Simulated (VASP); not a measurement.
# Be (P6_3/mmc) in VASP: notebook, part 2 of 2

VASP 6.6.1.

### 4 Single point, LDA

This run uses another cell than the first one, of the same volume but with other edges.

The input, INCAR:

```
ALGO = Fast
EDIFF = 1E-7
ENCUT = 520
GGA = CA
ISIF = 2
ISMEAR = 0
LASPH = T
LCHARG = F
LREAL = F
LWAVE = F
NBANDS = 9
NELM = 80
PREC = Accurate
SIGMA = 0.15
```

The input, KPOINTS:

```
k-points
0
Gamma
  33 33 20
```

The input, POSCAR:

```
Be
1.0
    2.3981172916      0.0000000000      0.0000000000
   -1.1990586458      2.0768304957      0.0000000000
    0.0000000000      0.0000000000      3.0304933105
Be
2
Direct
    0.3333333333      0.6666666667      0.2500000000
    0.6666666667      0.3333333333      0.7500000000
```

Potentials or basis: VASP PAW LDA potentials, release 64 (Be).

Started as:

```bash
$ cat potpaw_LDA.64/Be/POTCAR > POTCAR
$ mpirun -np 1 vasp_std > vasp.out
```

OUTCAR:

```text
EDIFF = 1E-7
   ENCUT = 520
   GGA = CA
   ISIF = 2
   ISMEAR = 0
   LASPH = T
   LREAL = F
   NELM = 80
   PREC = Accurate

 ion  position               nearest neighbor table
   1  0.333  0.667  0.250-   2 2.05   2 2.05   2 2.05   2 2.05   2 2.05   2 2.05
   2  0.667  0.333  0.750-   1 2.05   1 2.05   1 2.05   1 2.05   1 2.05   1 2.05

  LATTYP: Found a hexagonal cell.
 ALAT       =     2.3981172916
 C/A-ratio  =     1.2636968680

  Lattice vectors:

 A1 = (   2.3981172916,   0.0000000000,   0.0000000000)
 A2 = (  -1.1990586458,   2.0768304957,   0.0000000000)
 A3 = (   0.0000000000,   0.0000000000,   3.0304933105)

Analysis of symmetry for initial positions (statically):
=====================================================================
 Subroutine PRICEL returns:
 Original cell was already a primitive cell.

 Routine SETGRP: Setting up the symmetry group for a
 hexagonal supercell.

 Subroutine GETGRP returns: Found 24 space group operations
 (whereof 12 operations were pure point group operations)
 out of a pool of 24 trial point group operations.

The static configuration has the point symmetry D_3d.
 The point group associated with its full space group is D_6h.

Analysis of symmetry for dynamics (positions and initial velocities):
=====================================================================
 Subroutine PRICEL returns:
 Original cell was already a primitive cell.

 Routine SETGRP: Setting up the symmetry group for a
 hexagonal supercell.

 Subroutine GETGRP returns: Found 24 space group operations
 (whereof 12 operations were pure point group operations)
 out of a pool of 24 trial point group operations.

The dynamic configuration has the point symmetry D_3d.
 The point group associated with its full space group is D_6h.

 Subroutine INISYM returns: Found 24 space group operations
 (whereof 12 operations are pure point group operations),
 and found     1 'primitive' translations

----------------------------------------------------------------------------------------

                                     Primitive cell

  volume of cell :      15.0933

  direct lattice vectors                    reciprocal lattice vectors
     2.398117292  0.000000000  0.000000000     0.416993782  0.240751473  0.000000000
    -1.199058646  2.076830496  0.000000000     0.000000000  0.481502945  0.000000000
     0.000000000  0.000000000  3.030493310     0.000000000  0.000000000  0.329979280

  length of vectors
     2.398117292  2.398117292  3.030493310     0.481502945  0.481502945  0.329979280

  position of ions in fractional coordinates (direct lattice)
     0.333333333  0.666666667  0.250000000
     0.666666667  0.333333333  0.750000000

  ion indices of the primitive-cell ions
   primitive index   ion index
                 1           1
                 2           2

----------------------------------------------------------------------------------------

 KPOINTS: k-points

Automatic generation of k-mesh.
 Grid dimensions read from file:
[... 23 lines left out ...]
  0.030303  0.000000  0.000000      6.000000
  0.060606  0.000000  0.000000      6.000000
  0.090909  0.000000  0.000000      6.000000
  0.121212  0.000000  0.000000      6.000000
  0.151515  0.000000  0.000000      6.000000
[... 16 lines left out ...]
  0.181818  0.030303  0.000000     12.000000
  0.212121  0.030303  0.000000     12.000000
 [... further k-points ...]
   k-points           NKPTS =   1188   k-points in BZ     NKDIM =   1188   number of bands    NBANDS=      9
   number of dos      NEDOS =    301   number of ions     NIONS =      2
   total plane-waves  NPLWV =   7776
   dimension x,y,z NGX =    18 NGY =   18 NGZ =   24
   dimension x,y,z NGXF=    36 NGYF=   36 NGZF=   48
   ions per type =               2
   NGX,Y,Z   is equivalent  to a cutoff of  12.48, 12.48, 13.17 a.u.
   NGXF,Y,Z  is equivalent  to a cutoff of  24.96, 24.96, 26.33 a.u.
 SYSTEM =  unknown system
   PREC   = accura    normal or accurate (medium, high low for compatibility)
   ISTART =      0    job   : 0-new  1-cont  2-samecut
   ICHARG =      2    charge: 1-file 2-atom 10-const
   ISPIN  =      1    spin polarized calculation?
   LNONCOLLINEAR =      F non collinear calculations
   LSORBIT =      F    spin-orbit coupling
   LASPH  =      T    aspherical Exc in radial PAW
   ENCUT  =  520.0 eV  38.22 Ry    6.18 a.u.   4.46  4.46  5.63*2*pi/ulx,y,z
   NELM   =     80;   NELMIN=  2; NELMDL= -5     # of ELM steps
   EDIFF  = 0.1E-06   stopping-criterion for ELM
   LREAL  =      F    real-space projection
   EDIFFG = 0.1E-05   stopping-criterion for IOM
   NSW    =      0    number of steps for IOM
   IBRION =     -1    ionic relax: 0-MD 1-quasi-New 2-CG
   NFREE  =      0    steps in history (QN), initial steepest desc. (CG)
   ISIF   =      2    stress and relaxation
   ISYM   =      2    0-nonsym 1-usesym 2-fastsym
   POTIM  = 0.5000    time-step for ionic-motion
   TEBEG  =    0.0;   TEEND  =   0.0 temperature during run
   PSTRESS=    0.0 pullay stress
   NELECT =       4.0000    total number of electrons
   NUPDOWN=      -1.0000    fix difference up-down
   EMIN   =  10.00;   EMAX   =-10.00  energy-range for DOS
   EFERMI =   0.00;   METHOD = LEGACY
   ISMEAR =     0;   SIGMA  =   0.15  broadening in eV -4-tet -1-fermi 0-gaus
   EFERMI_NEDOS =   21; number of points for ismear=-14 and -15
   IALGO  =     68    algorithm
   IMIX   =      4    mixing-type and parameters
     AMIX     =   0.40;   BMIX     =  1.00
     AMIX_MAG =   1.60;   BMIX_MAG =  1.00
  volume/ion in A,a.u.               =       7.55        50.93
  Fermi-wavevector in a.u.,A,eV,Ry     =   1.051558  1.987156 15.044971  1.105774
  Thomas-Fermi vector in A             =   2.186606
   LORBIT       =      0    0 simple, 1 ext, 2 COOP (PROOUT), +10 PAW based schemes
   GGA     = CA    functional components
   LHFCALC =     F    Hartree Fock is set to
   AEXX    =    0.0000 exact exchange contribution
   IVDW    =     0    specifies the selected vdW correction
   LEPSILON=     F    determine dielectric tensor
   LRPA    =     F    only Hartree local field effects (RPA)
 non-spin polarized calculation
 RMM-DIIS sequential band-by-band and
 Gauss-broadening in eV      SIGMA  =   0.15
  energy-cutoff  :      520.00
  volume of cell :       15.09
 maximum number of plane-waves:       437
 NGX is ok and might be reduce to    18

 number of electron       4.0000000 magnetization

 Free energy of the ion-electron system (eV)
  ---------------------------------------------------
  ext. energy  EPLUGINS =         0.00000000
  ---------------------------------------------------
  free energy    TOTEN  =        -7.95648586 eV

  energy without entropy =       -7.95351780  energy(sigma->0) =       -7.95500183

 E-fermi :   6.9320     XC(G=0): -10.7601

 val. band max:        6.9198298330   @ k =   0.2121   0.0606   0.0500
 cond. band min:       6.9321599780   @ k =   0.2424   0.1212   0.1000
 fundamental gap:      0.0123301450
 Fermi energy:         6.9319677702

 k-point     1 :       0.0000    0.0000    0.0000
  band No.  band energies     occupation
      1      -4.2786      2.00000
      2       5.2391      2.00000
      3      12.6090      0.00000
      4      19.0384      0.00000
      5      19.0384      0.00000
      6      23.0821      0.00000
      7      23.0821      0.00000
      8      30.1288      0.00000
      9      31.0906      0.00000
[... 265 lines left out ...]
 k-point    24 :       0.2121    0.0303    0.0000
  band No.  band energies     occupation
      1      -2.9763      2.00000
      2       6.9413      0.93009
      3      10.2853      0.00000
      4      14.9642      0.00000
      5      16.0664      0.00000
      6      24.2054      0.00000
      7      24.2212      0.00000
      8      25.7068      0.00000
      9      26.1230      0.00000

 [... further k-points ...]

------------------------ aborting loop because EDIFF is reached ----------------------------------------

  FORCE on cell =-STRESS in cart. coord.  units (eV):
  Direction    XX          YY          ZZ          XY          YZ          ZX
  --------------------------------------------------------------------------------------
  -------------------------------------------------------------------------------------
  Total       -0.9486746     -0.9486746      4.1750467     -0.0000000     -0.0000000      0.0000000
  in kB     -100.7031470   -100.7031470    443.1871099     -0.0000000     -0.0000000      0.0000000
  external PRESSURE =      80.5936053 kB  Pullay stress =       0.0000000 kB

 VOLUME and BASIS-vectors are now :
 -----------------------------------------------------------------------------
  energy-cutoff  :      520.00
  volume of cell :       15.09
      direct lattice vectors                 reciprocal lattice vectors
     2.398117292  0.000000000  0.000000000     0.416993782  0.240751473  0.000000000
    -1.199058646  2.076830496  0.000000000     0.000000000  0.481502945  0.000000000
     0.000000000  0.000000000  3.030493310     0.000000000  0.000000000  0.329979280

 POSITION                                       TOTAL-FORCE (eV/Angst)
 -----------------------------------------------------------------------------------
     -0.00000      1.38455      0.75762        -0.000000     -0.000000      0.000000
      1.19906      0.69228      2.27287         0.000000      0.000000      0.000000
 -----------------------------------------------------------------------------------
    total drift:                                0.000000     -0.000000      0.000000

  FREE ENERGIE OF THE ION-ELECTRON SYSTEM (eV)
  ---------------------------------------------------
  free  energy   TOTEN  =        -7.9564858598 eV

  energy  without entropy=       -7.9535178010  energy(sigma->0) =       -7.95500183
```

OSZICAR:

```text
N       E                     dE             d eps       ncg     rms          rms(c)
DAV:   1    -0.369012551811E+01   -0.36901E+01   -0.18321E+03 21944   0.369E+02
DAV:   2    -0.799578576771E+01   -0.43057E+01   -0.41719E+01 30355   0.470E+01
DAV:   3    -0.804009051104E+01   -0.44305E-01   -0.44151E-01 25225   0.342E+00
DAV:   4    -0.804012631116E+01   -0.35800E-04   -0.35799E-04 27721   0.879E-02
DAV:   5    -0.804012631438E+01   -0.32202E-08   -0.33552E-08 23973   0.901E-04    0.151E+00
RMM:   6    -0.798271956578E+01    0.57407E-01   -0.48000E-03 21605   0.445E-01    0.904E-01
RMM:   7    -0.795647566891E+01    0.26244E-01   -0.82380E-03 22696   0.547E-01    0.342E-02
RMM:   8    -0.795648677559E+01   -0.11107E-04   -0.12623E-04 24149   0.108E-01    0.758E-03
RMM:   9    -0.795648589908E+01    0.87650E-06   -0.21764E-06 24728   0.114E-02    0.271E-03
RMM:  10    -0.795648585980E+01    0.39284E-07   -0.78622E-08 22786   0.299E-03
   1 F= -.79564859E+01 E0= -.79550018E+01  d E =-.296806E-02
```

stdout:

```text
POSCAR found type information on POSCAR Be
 POSCAR found :  1 types and       2 ions
 scaLAPACK will be used
 LDA part: xc-table for (Slater(with rela. corr.)+CA(PZ))
 , standard interpolation
 POSCAR, INCAR and KPOINTS ok, starting setup
 FFT: planning ... GRIDC
 FFT: planning ... GRID_SOFT
 FFT: planning ... GRID
 WAVECAR not read
 entering main loop
```

It took 38 s on 1 thread of Intel Xeon 6975P-C (Granite Rapids), shared host; peak memory 0.23 GiB.

Results:

* Free energy: -7.9565 eV
* Pressure: 8.1 GPa
* Band gap on the k mesh: zero (band 2 reaches 8.55 eV, above the bottom of band 3 at 4.86 eV)

Stress tensor (GPa, compression positive):
```
-10.07   0.00   0.00
  0.00 -10.07   0.00
  0.00   0.00  44.32
```

### 5 Single point, LDA

This run uses another cell than the first one, of the same volume but with other edges.

The input, INCAR:

```
SYSTEM = Be
  PREC = Accurate
  ENCUT = 520
  EDIFF = 1E-6
  ISMEAR = 0
  SIGMA = 0.15
  LREAL = .FALSE.
  LASPH = .TRUE.
  NELM = 60
  ALGO = Fast
  ISIF = 2
  LWAVE = .FALSE.
  LCHARG = .FALSE.
  NBANDS = 9
```

The input, KPOINTS:

```
regular mesh
0
G
  33 33 20
  0 0 0
```

The input, POSCAR:

```
Be
1.0
    2.0397923818      0.0000000000      0.0000000000
   -1.0198961909      1.7665120211      0.0000000000
    0.0000000000      0.0000000000      4.1887287720
Be
2
Direct
    0.3333333333      0.6666666667      0.2500000000
    0.6666666667      0.3333333333      0.7500000000
```

Potentials or basis: VASP PAW LDA potentials, release 64 (Be).

Started as:

```bash
$ cat potpaw_LDA.64/Be/POTCAR > POTCAR
$ mpirun -np 1 vasp_std > vasp.out
```

OUTCAR:

```text
SYSTEM = Be
   PREC = Accurate
   ENCUT = 520
   EDIFF = 1E-6
   ISMEAR = 0
   LREAL = .FALSE.
   LASPH = .TRUE.
   NELM = 60
   ISIF = 2

 ion  position               nearest neighbor table
   1  0.333  0.667  0.250-
   2  0.667  0.333  0.750-

  LATTYP: Found a hexagonal cell.
 ALAT       =     2.0397923818
 C/A-ratio  =     2.0535074105

  Lattice vectors:

 A1 = (   2.0397923818,   0.0000000000,   0.0000000000)
 A2 = (  -1.0198961909,   1.7665120211,   0.0000000000)
 A3 = (   0.0000000000,   0.0000000000,   4.1887287720)

Analysis of symmetry for initial positions (statically):
=====================================================================
 Subroutine PRICEL returns:
 Original cell was already a primitive cell.

 Routine SETGRP: Setting up the symmetry group for a
 hexagonal supercell.

 Subroutine GETGRP returns: Found 24 space group operations
 (whereof 12 operations were pure point group operations)
 out of a pool of 24 trial point group operations.

The static configuration has the point symmetry D_3d.
 The point group associated with its full space group is D_6h.

[... 169 lines left out ...]

 k-point     1 :       0.0000    0.0000    0.0000
  band No.  band energies     occupation
      1      -4.2674      2.00000
      2       0.6219      2.00000
      3       4.4269      2.00000
      4      19.8644      0.00000
      5      28.3098      0.00000
      6      29.1521      0.00000
      7      29.1521      0.00000
      8      30.5889      0.00000
      9      30.5889      0.00000
[... 265 lines left out ...]
 k-point    24 :       0.2121    0.0303    0.0000
  band No.  band energies     occupation
      1      -2.5026      2.00000
      2       3.0779      2.00000
      3       5.2411      2.00000
      4      19.7527      0.00000
      5      21.3800      0.00000
      6      23.8591      0.00000
      7      24.3657      0.00000
      8      27.6345      0.00000
      9      30.7549      0.00000

 [... further k-points ...]

------------------------ aborting loop because EDIFF is reached ----------------------------------------

  FORCE on cell =-STRESS in cart. coord.  units (eV):
  Direction    XX          YY          ZZ          XY          YZ          ZX
  --------------------------------------------------------------------------------------
  -------------------------------------------------------------------------------------
  Total        2.9816168      2.9816168     -2.1118637      0.0000000     -0.0000000      0.0000000
  in kB      316.5028398    316.5028398   -224.1773171      0.0000000     -0.0000000      0.0000000
  external PRESSURE =     136.2761208 kB  Pullay stress =       0.0000000 kB

 VOLUME and BASIS-vectors are now :
 -----------------------------------------------------------------------------
  energy-cutoff  :      520.00
  volume of cell :       15.09
      direct lattice vectors                 reciprocal lattice vectors
     2.039792382  0.000000000  0.000000000     0.490245973  0.283043644  0.000000000
    -1.019896191  1.766512021  0.000000000     0.000000000  0.566087288  0.000000000
     0.000000000  0.000000000  4.188728772     0.000000000  0.000000000  0.238735916

 POSITION                                       TOTAL-FORCE (eV/Angst)
 -----------------------------------------------------------------------------------
     -0.00000      1.17767      1.04718        -0.000000     -0.000000      0.000000
      1.01990      0.58884      3.14155         0.000000      0.000000      0.000000
 -----------------------------------------------------------------------------------
    total drift:                                0.000000     -0.000000      0.000000

  FREE ENERGIE OF THE ION-ELECTRON SYSTEM (eV)
  ---------------------------------------------------
  free  energy   TOTEN  =        -7.8610227104 eV

  energy  without entropy=       -7.8568859436  energy(sigma->0) =       -7.85895433
```

stdout:

```text
POSCAR found type information on POSCAR Be
 POSCAR found :  1 types and       2 ions
 scaLAPACK will be used
 LDA part: xc-table for (Slater(with rela. corr.)+CA(PZ))
 , standard interpolation
 POSCAR, INCAR and KPOINTS ok, starting setup
 FFT: planning ... GRIDC
 FFT: planning ... GRID_SOFT
 FFT: planning ... GRID
 WAVECAR not read
 entering main loop
```

Run time: 26 s. Hardware: 1 thread of Intel Xeon 6975P-C (Granite Rapids), shared host; peak memory 0.23 GiB.

What came out:

```
Free energy            : -7.8610 eV
Pressure               : 13.6 GPa
Band gap on the k mesh : zero (band 2 reaches 7.87 eV, above the bottom of band 3 at 4.43 eV)
```

Levels at points of the mesh, in eV from the Fermi level:
| k point | band 1 | band 2 | band 3 | band 4 | band 5 | band 6 |
| --- | --- | --- | --- | --- | --- | --- |
| (0.00, 0.00, 0.00) | -10.55 | -5.66 | -1.85 | 13.58 | 22.03 | 22.87 |
| (0.00, 0.00, 0.50) | -9.01 | -9.01 | 4.96 | 4.96 | 23.61 | 23.61 |

### 6 Overview

```csv
cell,further INCAR settings,gap on the mesh (eV),pressure (GPa)
"a = 2.257, b = 2.257, c = 3.422 Å, angles 90.0, 90.0, 120.0°, 2 atoms",ALGO = Fast; EDIFF = 1e-07; NBANDS = 9,none,1.1
"a = 2.190, b = 2.190, c = 3.633 Å, angles 90.0, 90.0, 120.0°, 2 atoms",ALGO = Fast; EDIFF = 1e-06; NBANDS = 9,none,0.3
"a = 2.398, b = 2.398, c = 3.030 Å, angles 90.0, 90.0, 120.0°, 2 atoms",ALGO = Fast; EDIFF = 1e-07; NBANDS = 9,none,8.1
"a = 2.040, b = 2.040, c = 4.189 Å, angles 90.0, 90.0, 120.0°, 2 atoms",ALGO = Fast; EDIFF = 1e-06; NBANDS = 9,none,13.6
```

Alike in all rows: task single point; level LDA; potentials or basis VASP PAW LDA potentials, release 64 (Be); no spin polarisation; k mesh 33 × 33 × 20; cutoff (eV) 520; smearing gaussian 0.15 eV.

Absolute energies hang on the potentials; compare differences alone.
